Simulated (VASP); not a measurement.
Crystal: Cr.

```
CELL_PARAMETERS angstrom
2.71400 0.00000 0.00000
-1.35700 2.35039 0.00000
0.00000 0.00000 4.41000
ATOMIC_POSITIONS crystal
Cr 0.66667 0.33333 0.75000
Cr 0.33333 0.66667 0.25000
```

This isn't the form of Cr at room conditions, which is bcc.

Base run:

| Quantity | Value |
| --- | --- |
| Program | VASP 6.6.1 |
| Functional | PBE |
| Potentials or basis | VASP PAW PBE potentials, release 64 (Cr_sv) |
| Cutoff | 700 eV |
| k mesh | 9 × 9 × 5 |
| Occupations | fermi-dirac, width 0.05 eV |
| Spin | collinear spin, ferromagnetic start |
| Starting moments | [3.0, 3.0] μB |
| Fixed moment | 6 μB |

Its results: pressure 6.6 GPa; net moment 6.00 μB per cell; site moments Cr +2.46 μB.

Q: After a change of settings the same cell gave: pressure -26.0 GPa; net moment 1.72 μB per cell; site moments Cr +0.73 μB. Which change was it?
A. occupations from fermi-dirac, width 0.05 eV to gaussian, width 0.1 eV; fixed moment from 6 μB to none
B. fixed moment from 6 μB to 9 μB; moments at the start from [3.0, 3.0] to [4.5, 4.5]
C. fixed moment from 6 μB to 4.5 μB; moments at the start from [3.0, 3.0] to [2.25, 2.25]
D. fixed moment from 6 μB to 7.5 μB; moments at the start from [3.0, 3.0] to [3.75, 3.75]

A: A.

Caveats: the cell stands under pressure (at least some runs); the total moment is fixed, so each spin has its own Fermi level and the state may be an excited one (at least some runs); the stress differs along the axes, from -28 to -23 GPa (at least some runs).
